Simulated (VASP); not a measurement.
A run of VASP 6.6.1:

Contents of INCAR:

```
SYSTEM = Si2Ni
PREC = Accurate
ENCUT = 520
EDIFF = 1E-6
ISMEAR = 0
SIGMA = 0.15
LREAL = .FALSE.
LASPH = .TRUE.
NELM = 150
ALGO = Normal
ISIF = 2
LWAVE = .FALSE.
LCHARG = .FALSE.
ISPIN = 2
MAGMOM = 0 0 0.75
LORBIT = 11
NUPDOWN = 0.75
LMAXMIX = 4
NBANDS = 20
```

The input KPOINTS:

```
Automatic mesh
0
G
  14 14 14
  0 0 0
```

POSCAR

```
Si2Ni
1.0
    0.0000000000      2.8272425872      2.8272425872
    2.8272425872      0.0000000000      2.8272425872
    2.8272425872      2.8272425872      0.0000000000
Si Ni
2 1
Direct
    0.2500000000      0.2500000000      0.2500000000
    0.7500000000      0.7500000000      0.7500000000
    0.0000000000      0.0000000000      0.0000000000
```

Potentials or basis: VASP PAW LDA potentials, release 64 (Si, Ni).

Command:

```console
$ cat potpaw_LDA.64/Si/POTCAR potpaw_LDA.64/Ni/POTCAR > POTCAR
$ mpirun -np 1 vasp_std > vasp.out
```

Hardware: 1 thread of AMD EPYC 7R13, on a shared host.

Problem. Estimate the wall time of this run.

Solution. Run time: 5.4 min on 1 thread of AMD EPYC 7R13, on a shared host, peak memory 0.23 GiB. Counts: scf iterations 15, k points 104.
